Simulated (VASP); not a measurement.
Runs of VASP 6.6.1 on Sr. The structure is that of space group P6_3/mmc (No. 194), or close to it. The cells are those of the table. 

```tsv
task	cell	k mesh for the DOS	occupations for the DOS	gap on the mesh (eV)	pressure (GPa)
single point	a = 4.124, b = 4.124, c = 6.760 Å, angles 90.0, 90.0, 120.0°, 2 atoms	-	-	none	(a)
single point	a = 3.437, b = 3.437, c = 5.634 Å, angles 90.0, 90.0, 120.0°, 2 atoms	-	-	none	16.8
single point	a = 3.971, b = 3.971, c = 6.523 Å, angles 90.0, 90.0, 120.0°, 2 atoms	-	-	none	2.5
single point	a = 3.276, b = 3.276, c = 5.075 Å, angles 90.0, 90.0, 120.0°, 2 atoms	-	-	none	(c)
single point	a = 3.805, b = 3.805, c = 6.269 Å, angles 90.0, 90.0, 120.0°, 2 atoms	-	-	none	(b)
single point	a = 4.195, b = 4.195, c = 6.876 Å, angles 90.0, 90.0, 120.0°, 2 atoms	-	-	none	0.0
single point	a = 3.627, b = 3.627, c = 5.979 Å, angles 90.0, 90.0, 120.0°, 2 atoms	-	-	none	9.7
single point	a = 3.200, b = 3.200, c = 4.728 Å, angles 90.0, 90.0, 120.0°, 2 atoms	-	-	none	37.6
```

Alike in all rows: level PBEsol; potentials or basis VASP PAW PBE potentials, release 64 (Sr_sv); no spin polarisation; k mesh 12 × 12 × 6; cutoff (eV) 520; smearing fermi-dirac 0.1 eV.

Task: Estimate the missing entries.

Result: (a) 0.7; (b) 5.3; (c) 28.4.

Caveats: the PAW data sets were made with another functional, which shifts forces and pressure a little.

A k mesh can miss the band edges, and the runs leave out spin-orbit coupling on Sr.

A gap of «none» marks levels without a gap at the run's occupations.
